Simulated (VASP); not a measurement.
Crystal: Hf2N.

```
Hf N
1.0
     5.31312    0.00000    0.00000
     0.00000    5.31312    0.00000
     0.00000    0.00000    3.24210
Hf N
4 2
Direct
  0.29554 0.29554 0.00000
  0.70446 0.70446 0.00000
  0.79554 0.20446 0.50000
  0.20446 0.79554 0.50000
  0.00000 0.00000 0.00000
  0.50000 0.50000 0.50000
```

* Program: VASP 6.6.1
* Task: relaxation of cell and atoms
* Functional: r2SCAN
* Potentials or basis: VASP PAW PBE potentials, release 64 (Hf_pv, N)
* Cutoff: 600 eV
* k mesh: 1 × 1 × 1
* Occupations: gaussian, width 0.1 eV
* Spin: no spin polarisation

At the start: pressure 12.3 GPa; volume 15.25 Å³/atom.

Q: How do energy, volume and symmetry change on relaxing?

A: Over 17 steps the energy falls by 99.9 meV/atom and the volume is 16.49 Å³/atom (+8.1 %); space group P4_2/mnm (No. 136, to 0.1 Å) before and after.

The path:
```csv
step,energy change (eV),largest force (eV/Å),pressure (GPa),volume (Å³)
1,0.0000,0.5331,12.34,91.52
2,-0.0237,0.0281,-14.71,107.91
3,-0.3667,0.1182,-3.76,99.63
4,-0.4068,0.3419,-4.75,103.73
5,-0.5547,0.0049,-4.94,101.81
6,-0.5118,0.0148,7.56,95.56
7,-0.5987,0.0165,-0.14,99.16
8,-0.5987,0.0169,-0.05,99.11
9,-0.5993,0.0200,0.04,98.96
10,-0.5993,0.0201,0.03,98.96
11,-0.5994,0.0160,-0.01,98.99
12,-0.5994,0.0098,-0.14,99.05
13,-0.5995,0.0118,-0.14,99.04
14,-0.5995,0.0068,-0.07,99.01
15,-0.5995,0.0019,0.05,98.95
16,-0.5996,0.0030,0.05,98.96
17,-0.5996,0.0037,0.03,98.97
```

Final structure:
```
CELL_PARAMETERS angstrom
5.59872 0.00000 0.00000
0.00000 5.59872 0.00000
0.00000 0.00000 3.15727
ATOMIC_POSITIONS crystal
Hf 0.29166 0.29166 0.00000
Hf 0.70834 0.70834 0.00000
Hf 0.79166 0.20834 0.50000
Hf 0.20834 0.79166 0.50000
N 0.00000 0.00000 0.00000
N 0.50000 0.50000 0.50000
```

Caveat: the k points lie up to 1.99 Å⁻¹ apart in the final cell; the PAW data sets were made with another functional, which shifts forces and pressure a little.
